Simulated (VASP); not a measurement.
## Mn: relaxation of cell and atoms with PBE

Crystal: Mn.

```
CELL_PARAMETERS angstrom
0.00000 1.80439 1.80439
1.80439 0.00000 1.80439
1.80439 1.80439 0.00000
ATOMIC_POSITIONS crystal
Mn 0.00000 0.00000 0.00000
```

This isn't the form of Mn at room conditions, which is a 58-atom cubic cell.

```yaml
Program: VASP 6.6.1
Task: relaxation of cell and atoms
Functional: PBE
Potentials_or_basis: VASP PAW PBE potentials, release 64 (Mn_pv)
Cutoff: 600 eV
k_mesh: 15 × 15 × 15
Occupations: fermi-dirac, width 0.1 eV
Spin: no spin polarisation
Dipole_correction: no
Further_INCAR_settings: ALGO = Normal; EDIFF = 1e-07; IBRION = 2; EDIFFG = -0.01; NSW = 80; ISIF = 3
```

```
Relaxed volume                        : 10.75 Å³/atom
Relaxed cell                          : a = 2.477 Å, b = 2.477 Å, c = 2.477 Å, α = 60.00°, β = 60.00°, γ = 60.00°
Space group after relaxing (to 0.1 Å) : Fm-3m (No. 225)
Energy gained by relaxing             : 69.0 meV/atom
Ionic steps                           : 7
Pressure after relaxing               : 0.0 GPa
Band gap on the k mesh                : zero (an odd number of electrons rules out a gap without spin polarisation)
```

Step by step:
```csv
step,energy change (eV),largest force (eV/Å),pressure (GPa),volume (Å³)
1,0.0000,0.0000,-20.29,11.75
2,0.1192,0.0000,50.51,9.40
3,-0.0689,0.0000,-0.91,10.78
4,-0.0690,0.0000,-0.17,10.75
5,-0.0690,0.0000,0.33,10.73
6,-0.0690,0.0000,-0.46,10.76
7,-0.0690,0.0000,0.02,10.75
```

Final structure:
```
Mn
1.0
     0.00000    1.75146    1.75146
     1.75146    0.00000    1.75146
     1.75146    1.75146    0.00000
Mn
1
Direct
  0.00000 0.00000 0.00000
```

Levels at points of the mesh, in eV from the Fermi level:
| k point | band 5 | band 6 | band 7 | band 8 | band 9 | band 10 |
| --- | --- | --- | --- | --- | --- | --- |
| (0.00, 0.00, 0.00) | -1.14 | -1.14 | -1.14 | 0.55 | 0.55 | 21.39 |

Run time: 40 s on 1 thread of AMD EPYC 9R45 96-Core Processor (Zen 5), on a shared host, peak memory 0.11 GiB.

Caveat: the run has no spin polarisation, though such a crystal can be magnetic. Spin polarisation is off, so any magnetic state and its effect on volume and gap are missing.
